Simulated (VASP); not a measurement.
HfO2, 6 atoms in the cell. It takes space group P4_2/nmc (No. 137, tetragonal). The conventional cell has a = 3.558 Å, b = 3.558 Å, c = 5.172 Å, α = 90.00°, β = 90.00°, γ = 90.00°. Within 2.7 Å of Hf (site symmetry -4m2) lie 8 O at 2.05 to 2.37 Å. O (site symmetry 2mm) has 4 Hf at 2.05 to 2.37 Å and 6 O at 2.57 to 2.59 Å within 2.7 Å. 

- Program: VASP 6.6.1
- Task: relaxation of cell and atoms
- Functional: PBEsol
- Dispersion: D4
- Potentials or basis: VASP PAW PBE potentials, release 64 (Hf_pv, O)
- Cutoff: 600 eV
- k mesh: 8 × 8 × 5
- Occupations: fermi-dirac, width 0.05 eV
- Spin: no spin polarisation
- Dipole correction: no
- Further INCAR settings: ALGO = Normal; EDIFF = 1e-07; IBRION = 2; EDIFFG = -0.01; NSW = 60; ISIF = 3

Potentials or basis: VASP PAW PBE potentials, release 64 (Hf_pv, O).

The run is started by

```bash
$ cat potpaw_PBE.64/Hf_pv/POTCAR potpaw_PBE.64/O/POTCAR > POTCAR
$ mpirun -np 1 vasp_std > vasp.out
```

Hardware: 1 thread of Intel Xeon 8259CL, with other jobs on the host.

How long does it take, and how much memory?

Wall time 10 min on 1 thread of Intel Xeon 8259CL (shared host), peak memory 0.24 GiB. Counts: scf iterations 87, k points 45, ion steps 10.
